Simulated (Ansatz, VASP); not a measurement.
One calculation of SnTe, two programs

The input INCAR:

```
  ALGO = Normal
  EDIFF = 1E-6
  ENCUT = 520
  GGA = PS
  ISIF = 2
  ISMEAR = 0
  LASPH = T
  LCHARG = F
  LREAL = F
  LWAVE = F
  NBANDS = 17
  NELM = 80
  PREC = Accurate
  SIGMA = 0.03
```

The input KPOINTS:

```
k-points
0
Gamma
  10 10 10
```

The input POSCAR:

```
SnTe
1.0
    0.0000000000      3.2454619207      2.9858249671
    3.2454619207      0.0000000000      2.9858249671
    3.2454619207      3.2454619207      0.0000000000
Sn Te
1 1
Direct
    0.0000000000      0.0000000000      0.0000000000
    0.5000000000      0.5000000000      0.5000000000
```

Input for Ansatz:

```yaml
crystal:
  lattice:
    - [0.0, 3.2454619207, 2.9858249671]
    - [3.2454619207, 0.0, 2.9858249671]
    - [3.2454619207, 3.2454619207, 0.0]
  atoms:
    - { symbol: Sn, position: [0.0, 0.0, 0.0] }
    - { symbol: Te, position: [0.5, 0.5, 0.5] }
basis:
  ecutwfc: 420
kpoints:
  mp_grid: { grid: [10, 10, 10] }
hamiltonian:
  xc: pbesol
scf:
  occupations: { method: gaussian, width: 0.03 }
output:
  forces: true
  stress: true
  eigenvalues: true
```

Alike in both runs: task single point; functional PBEsol; k mesh 10 × 10 × 10; occupations gaussian, width 0.03 eV; no spin polarisation.

|  | VASP | Ansatz |
| --- | --- | --- |
| version | VASP 6.6.1 | Ansatz 0.2.0 |
| potentials or method | VASP PAW PBE potentials, release 64 (Sn_d, Te), cutoff 520 eV | scalar-relativistic, plane waves, PAW |
| valence electrons in the cell | 20 | 30 |

Ansatz gave:

| Quantity | Value |
| --- | --- |
| gap on the k mesh at the Fermi level (eV) | 0.22 |
| least direct gap on the mesh (eV) | 0.31 |
| pressure (GPa) | 0.5 |
| traceless stress, the component that is largest in VASP (GPa) | 8.20 |

Task: Which values does VASP return?

Result: gap on the k mesh at the Fermi level (eV): 0.21; least direct gap on the mesh (eV): 0.30; pressure (GPa): 0.4; traceless stress, the component that is largest in VASP (GPa): 8.23.

VASP's potentials were made for PBE, not for PBEsol. VASP's potentials hold 20 valence electrons a cell and Ansatz's 30, so a difference there can come from the potentials and not from the codes.

Neither program's run includes spin-orbit coupling.
